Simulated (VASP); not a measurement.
# KZn2RuF6 (a cell with a defect) in VASP: a series of runs, part 2 of 2

VASP 6.6.1. The steps go on from the part before.

**3. Single point, PBE+U, collinear spin, ferromagnetic start**

Contents of INCAR:

```
PREC = Accurate
ENCUT = 520
EDIFF = 1E-6
ISMEAR = 0
SIGMA = 0.02
LREAL = F
LASPH = T
NELM = 150
ALGO = Normal
ISIF = 2
LWAVE = F
LCHARG = T
ISPIN = 2
MAGMOM = 0 2 0 0 0 0 0 0 0 0
LORBIT = 11
LMAXMIX = 4
LDAU = T
LDAUTYPE = 2
LDAUL = -1 2 -1 -1
LDAUU = 0 1 0 0
LDAUJ = 0 0 0 0
LDAUPRINT = 1
GGA = PE
LELF = T
LVHAR = T
NBANDS = 60
```

Contents of KPOINTS:

```
Automatic mesh
0
Gamma
  2 3 3
```

Contents of POSCAR:

```
KZn2RuF6
1.0
    8.1000000000      0.0000000000      0.0000000000
    0.0000000000      4.0500000000      0.0000000000
    0.0000000000      0.0000000000      4.0500000000
K Ru Zn F
1 1 2 6
Direct
    0.9964213300      0.0075355700      0.9910138300
    0.4996930800      0.0026893300      0.9916756800
    0.2432417000      0.4997830100      0.4954644000
    0.7484106600      0.4976856300      0.4767793800
    0.2467722900      0.4963020400      0.9916390500
    0.7602143400      0.4874099600      0.9947279800
    0.0086600900      0.5034669700      0.5252506200
    0.4989180600      0.5102391700      0.4885591700
    0.2415944100      0.9912689100      0.4845632100
    0.7543169400      0.0028906300      0.4892315000
```

Potentials or basis: VASP PAW PBE potentials, release 64 (K_sv, Ru_pv, Zn, F).

Command:

```sh
$ cat potpaw_PBE.64/K_sv/POTCAR potpaw_PBE.64/Ru_pv/POTCAR potpaw_PBE.64/Zn/POTCAR potpaw_PBE.64/F/POTCAR > POTCAR
$ mpirun -np 1 vasp_std > vasp.out
```

OUTCAR:

```text
PREC = Accurate
   ENCUT = 520
   EDIFF = 1E-6
   ISMEAR = 0
   LREAL = F
   LASPH = T
   NELM = 150
   ISIF = 2
   ISPIN = 2
   LORBIT = 11
   GGA = PE

 ion  position               nearest neighbor table
   1  0.996  0.008  0.991-   6 2.73   7 2.76   7 2.78  10 2.81   9 2.82  10 2.82   5 2.83   6 2.85
                             9 2.86
   2  0.500  0.003  0.992-
   3  0.243  0.500  0.495-   7 1.90   9 1.99   5 2.01   5 2.04   9 2.06   8 2.07
   4  0.748  0.498  0.477-   6 1.96  10 2.01   8 2.02  10 2.05   6 2.10   7 2.12
   5  0.247  0.496  0.992-   3 2.01   3 2.04   1 2.83
   6  0.760  0.487  0.995-   4 1.96   4 2.10   1 2.73   1 2.85
   7  0.009  0.503  0.525-   3 1.90   4 2.12   1 2.76   1 2.78
   8  0.499  0.510  0.489-   4 2.02   3 2.07
   9  0.242  0.991  0.485-   3 1.99   3 2.06   1 2.82   1 2.86
  10  0.754  0.003  0.489-   4 2.01   4 2.05   1 2.81   1 2.82

  LATTYP: Found a simple tetragonal cell.
 ALAT       =     4.0500000000
 C/A-ratio  =     2.0000000000

  Lattice vectors:

 A1 = (   0.0000000000,   4.0500000000,   0.0000000000)
 A2 = (   0.0000000000,   0.0000000000,   4.0500000000)
 A3 = (   8.1000000000,   0.0000000000,   0.0000000000)

Analysis of symmetry for initial positions (statically):
=====================================================================
 Subroutine PRICEL returns:
 Original cell was already a primitive cell.

 Routine SETGRP: Setting up the symmetry group for a
 simple tetragonal supercell.

 Subroutine GETGRP returns: Found  1 space group operations
 (whereof  1 operations were pure point group operations)
 out of a pool of 16 trial point group operations.

The static configuration has the point symmetry C_1 .

Analysis of symmetry for dynamics (positions and initial velocities):
=====================================================================
 Subroutine PRICEL returns:
 Original cell was already a primitive cell.

 Routine SETGRP: Setting up the symmetry group for a
 simple tetragonal supercell.

 Subroutine GETGRP returns: Found  1 space group operations
 (whereof  1 operations were pure point group operations)
 out of a pool of 16 trial point group operations.

The dynamic configuration has the point symmetry C_1 .

Analysis of structural, dynamic, and magnetic symmetry:
=====================================================================
 Subroutine PRICEL returns:
 Original cell was already a primitive cell.

 Routine SETGRP: Setting up the symmetry group for a
 simple tetragonal supercell.

 Subroutine GETGRP returns: Found  1 space group operations
 (whereof  1 operations were pure point group operations)
 out of a pool of 16 trial point group operations.

[... 167 lines left out ...]
  o =  0.0161  v =  0.0000  0.0000  0.0000  0.0000  0.0000  0.0139  0.9997  0.0004  0.0185  0.0022      0.0000  0.0000  0.0000  0.0000  0.0000  0.0000  0.0000  0.0000  0.0000  0.0000
  o =  0.8119  v =  0.0000  0.0000  0.0000  0.0000  0.0000  0.0205  0.0010 -0.8695  0.0076 -0.4935      0.0000  0.0000  0.0000  0.0000  0.0000  0.0000  0.0000  0.0000  0.0000  0.0000
  o =  0.8601  v =  0.0000  0.0000  0.0000  0.0000  0.0000 -0.0540 -0.0015 -0.4935  0.0291  0.8676      0.0000  0.0000  0.0000  0.0000  0.0000  0.0000  0.0000  0.0000  0.0000  0.0000
  o =  0.8805  v =  0.0070  0.0010  0.8893  0.0056  0.4572  0.0000  0.0000  0.0000  0.0000  0.0000      0.0000  0.0000  0.0000  0.0000  0.0000  0.0000  0.0000  0.0000  0.0000  0.0000
  o =  0.8812  v =  0.0756  0.0056  0.4554 -0.0347 -0.8864  0.0000  0.0000  0.0000  0.0000  0.0000      0.0000  0.0000  0.0000  0.0000  0.0000  0.0000  0.0000  0.0000  0.0000  0.0000
  o =  0.8941  v = -0.7223 -0.5843  0.0356  0.3632 -0.0612  0.0000  0.0000  0.0000  0.0000  0.0000      0.0000  0.0000  0.0000  0.0000  0.0000  0.0000  0.0000  0.0000  0.0000  0.0000
  o =  0.8945  v =  0.5431 -0.1607 -0.0127  0.8240  0.0066  0.0000  0.0000  0.0000  0.0000  0.0000      0.0000  0.0000  0.0000  0.0000  0.0000  0.0000  0.0000  0.0000  0.0000  0.0000
  o =  0.8951  v = -0.4214  0.7955  0.0192  0.4334 -0.0380  0.0000  0.0000  0.0000  0.0000  0.0000      0.0000  0.0000  0.0000  0.0000  0.0000  0.0000  0.0000  0.0000  0.0000  0.0000

 number of electron      89.0000022 magnetization       3.1110949

 Free energy of the ion-electron system (eV)
  ---------------------------------------------------
  ext. energy  EPLUGINS =         0.00000000
  ---------------------------------------------------
  free energy    TOTEN  =       -40.13696595 eV

  energy without entropy =      -40.13567958  energy(sigma->0) =      -40.13632276

 E-fermi :   2.8064     XC(G=0): -10.1975

 val. band max:        2.7916362080   @ k =   0.0000  -0.3333   0.3333
 cond. band min:       2.9025103482   @ k =   0.0000   0.0000   0.0000
 fundamental gap:      0.1108741402
 Fermi energy:         2.8063654008

 spin component 1

 k-point     1 :       0.0000    0.0000    0.0000
  band No.  band energies     occupation
      1     -40.0268      1.00000
      2     -40.0223      1.00000
      3     -39.9677      1.00000
      4     -26.8861      1.00000
      5     -21.7370      1.00000
      6     -21.4635      1.00000
[... 579 lines left out ...]
     55      10.8041      0.00000
     56      10.9284      0.00000
 Fermi energy:         2.8063654008

 spin component 2

 k-point     1 :       0.0000    0.0000    0.0000
  band No.  band energies     occupation
      1     -37.8808      1.00000
      2     -37.8804      1.00000
      3     -37.8610      1.00000
      4     -26.8852      1.00000
      5     -21.7120      1.00000
      6     -21.4391      1.00000
[... 579 lines left out ...]
     55      10.8973      0.00000
     56      11.0858      0.00000
 [bands above 56 left out]

------------------------ aborting loop because EDIFF is reached ----------------------------------------

  FORCE on cell =-STRESS in cart. coord.  units (eV):
  Direction    XX          YY          ZZ          XY          YZ          ZX
  --------------------------------------------------------------------------------------
  -------------------------------------------------------------------------------------
  Total        3.9437857      3.1968140      3.3330239     -0.0668480     -0.0353657     -0.1843696
  in kB       47.5585736     38.5507553     40.1933255     -0.8061284     -0.4264793     -2.2233348
  external PRESSURE =      42.1008848 kB  Pullay stress =       0.0000000 kB

 VOLUME and BASIS-vectors are now :
 -----------------------------------------------------------------------------
  energy-cutoff  :      520.00
  volume of cell :      132.86
      direct lattice vectors                 reciprocal lattice vectors
     8.100000000  0.000000000  0.000000000     0.123456790  0.000000000  0.000000000
     0.000000000  4.050000000  0.000000000     0.000000000  0.246913580  0.000000000
     0.000000000  0.000000000  4.050000000     0.000000000  0.000000000  0.246913580

 POSITION                                       TOTAL-FORCE (eV/Angst)
 -----------------------------------------------------------------------------------
      8.07101      0.03052      4.01361         0.147155     -0.096066      0.022281
      4.04751      0.01089      4.01629        -0.153168     -0.013617     -0.011195
      1.97026      2.02412      2.00663         0.975225     -0.272949     -0.197168
      6.06213      2.01563      1.93096         0.201761      0.206742      0.641692
      1.99886      2.01002      4.01614         0.281654     -0.046266      0.230458
      6.15774      1.97401      4.02865        -0.175453      0.091359     -0.537729
      0.07015      2.03904      2.12727        -1.436615     -0.035270     -0.227214
      4.04124      2.06647      1.97866        -0.012778     -0.030346      0.039809
      1.95691      4.01464      1.96248         0.286706      0.452526     -0.006839
      6.10997      0.01171      1.98139        -0.114487     -0.256115      0.045906
 -----------------------------------------------------------------------------------
    total drift:                               -0.000988      0.001393      0.002258

  FREE ENERGIE OF THE ION-ELECTRON SYSTEM (eV)
  ---------------------------------------------------
  free  energy   TOTEN  =       -40.1369659480 eV

  energy  without entropy=      -40.1356795772  energy(sigma->0) =      -40.13632276

 total charge

# of ion       s       p       d       tot
------------------------------------------
    1        1.956   5.593   0.026   7.574
    2        0.065   5.998   6.124  12.186
    3        0.353   0.392   9.966  10.711
    4        0.342   0.362   9.946  10.650
    5        1.737   4.351   0.000   6.088
    6        1.737   4.352   0.000   6.089
    7        1.735   4.376   0.000   6.111
    8        1.740   4.326   0.000   6.066
    9        1.737   4.352   0.000   6.089
   10        1.737   4.349   0.000   6.086
--------------------------------------------------
tot         13.138  38.452  26.062  77.651

 magnetization (x)

# of ion       s       p       d       tot
------------------------------------------
    1        0.001   0.000   0.000   0.001
    2        0.017   0.009   2.717   2.743
    3        0.003  -0.000   0.001   0.004
    4        0.004  -0.000   0.001   0.005
    5        0.002   0.012   0.000   0.013
    6        0.002   0.010   0.000   0.012
    7        0.000   0.000   0.000   0.001
    8        0.003   0.019   0.000   0.023
    9        0.002   0.011   0.000   0.013
   10        0.002   0.011   0.000   0.013
--------------------------------------------------
tot          0.037   0.072   2.719   2.827
```

It took 3.4 min on 1 thread of Intel Xeon Platinum 8559C (Emerald Rapids), shared host; peak memory 0.33 GiB.

Results:

- Free energy: -40.1370 eV
- Pressure: 4.2 GPa
- Largest force: 1.455 eV/Å
- Net moment: 3.11 μB per cell
- Site moments: K +0.00; Ru +2.74; Zn +0.00, +0.01; F +0.01, +0.00, +0.02 (each value once) μB
- Valence electrons inside the program's atomic spheres: K 7.57; Ru 12.19; Zn 10.71, 10.65; F 6.09, 6.11, 6.07 (each value once)

Forces in eV/Å, atoms in the order of the input:
```
K    0.147 -0.096  0.022
Ru  -0.153 -0.014 -0.011
Zn   0.975 -0.273 -0.197
Zn   0.202  0.207  0.642
F    0.282 -0.046  0.230
F   -0.175  0.091 -0.538
F   -1.437 -0.035 -0.227
F   -0.013 -0.030  0.040
F    0.287  0.453 -0.007
F   -0.114 -0.256  0.046
```

Stress tensor (GPa, compression positive):
```
 4.76 -0.08 -0.22
-0.08  3.86 -0.04
-0.22 -0.04  4.02
```

Eigenvalues of the final occupation matrices:
| site | spin | trace | eigenvalues |
| --- | --- | --- | --- |
| site 2 d | 1 | 4.45 | 0.88 0.88 0.89 0.89 0.90 |
| site 2 d | 2 | 1.71 | 0.01 0.01 0.02 0.81 0.86 |

Caveat: the k points lie up to 0.52 Å⁻¹ apart. The state reached can hang on the start; a lower one may exist.

**4. Single point, PBE+U, collinear spin, ferromagnetic start**

Contents of INCAR:

```
SYSTEM = KZn2RuF6
  PREC = Accurate
  ENCUT = 520
  EDIFF = 1E-6
  ISMEAR = 0
  SIGMA = 0.02
  LREAL = .False.
  LASPH = .True.
  NELM = 150
  ALGO = Normal
  ISIF = 2
  LWAVE = .False.
  LCHARG = .True.
  ISPIN = 2
  MAGMOM = 0 2.93 0 0 0.01 0.01 0 0.02 0.01 0.01
  LORBIT = 11
  LMAXMIX = 4
  LDAU = .True.
  LDAUTYPE = 2
  LDAUL = -1 2 -1 -1
  LDAUU = 0 1 0 0
  LDAUJ = 0 0 0 0
  LDAUPRINT = 1
  GGA = PE
  LELF = .True.
  LVHAR = .True.
  ISYM = 0
  NBANDS = 60
```

Contents of KPOINTS:

```
regular mesh
0
Gamma
  2 3 3
  0 0 0
```

POSCAR is that of step 3.

Command:

```sh
$ cat potpaw_PBE.64/K_sv/POTCAR potpaw_PBE.64/Ru_pv/POTCAR potpaw_PBE.64/Zn/POTCAR potpaw_PBE.64/F/POTCAR > POTCAR
$ mpirun -np 1 vasp_std > vasp.out
```

Wall time 2.7 min (1 thread of Intel Xeon Platinum 8559C (Emerald Rapids), shared host); peak memory 0.33 GiB.

Results (log left out):

```
Free energy                                           : -40.1370 eV
Pressure                                              : 4.2 GPa
Largest force                                         : 1.455 eV/Å
Net moment                                            : 3.11 μB per cell
Site moments                                          : K +0.00; Ru +2.74; Zn +0.00, +0.01; F +0.01, +0.00, +0.02 (each value once) μB
Valence electrons inside the program's atomic spheres : K 7.57; Ru 12.19; Zn 10.71, 10.65; F 6.09, 6.11, 6.07 (each value once)
```

Forces in eV/Å, atoms in the order of the input:
```
K    0.147 -0.096  0.022
Ru  -0.153 -0.014 -0.011
Zn   0.975 -0.273 -0.197
Zn   0.202  0.207  0.642
F    0.282 -0.046  0.230
F   -0.175  0.091 -0.538
F   -1.437 -0.035 -0.227
F   -0.013 -0.030  0.040
F    0.287  0.453 -0.007
F   -0.115 -0.256  0.046
```

Stress tensor (GPa, compression positive):
```
 4.75 -0.08 -0.22
-0.08  3.85 -0.04
-0.22 -0.04  4.02
```

Levels at points of the mesh, in eV from the Fermi level:
Spin up:
```
           k point  band 42  band 43  band 44  band 45  band 46  band 47  band 48  band 49  band 50  band 51
(0.00, 0.00, 0.00)    -2.19    -1.96    -1.96    -1.68    -1.66    -0.37     2.92     3.42     6.18     6.61
(0.50, 0.00, 0.00)    -2.19    -1.95    -1.95    -1.66    -1.65     0.15     1.89     4.08     5.75     6.61
```
Spin down:
| k point | band 39 | band 40 | band 41 | band 42 | band 43 | band 44 | band 45 | band 46 | band 47 | band 48 |
| --- | --- | --- | --- | --- | --- | --- | --- | --- | --- | --- |
| (0.00, 0.00, 0.00) | -4.44 | -4.41 | -4.28 | -0.60 | -0.58 | 0.10 | 1.35 | 1.50 | 1.50 | 3.25 |
| (0.50, 0.00, 0.00) | -4.47 | -4.43 | -4.34 | -0.59 | -0.57 | 0.73 | 1.35 | 1.51 | 1.51 | 1.97 |

Eigenvalues of the final occupation matrices:
```tsv
site	spin	trace	eigenvalues
site 2 d	1	4.45	0.88 0.88 0.89 0.89 0.90
site 2 d	2	1.71	0.01 0.01 0.02 0.81 0.86
```

Caveat: the k points lie up to 0.52 Å⁻¹ apart. The state reached can hang on the start; a lower one may exist.
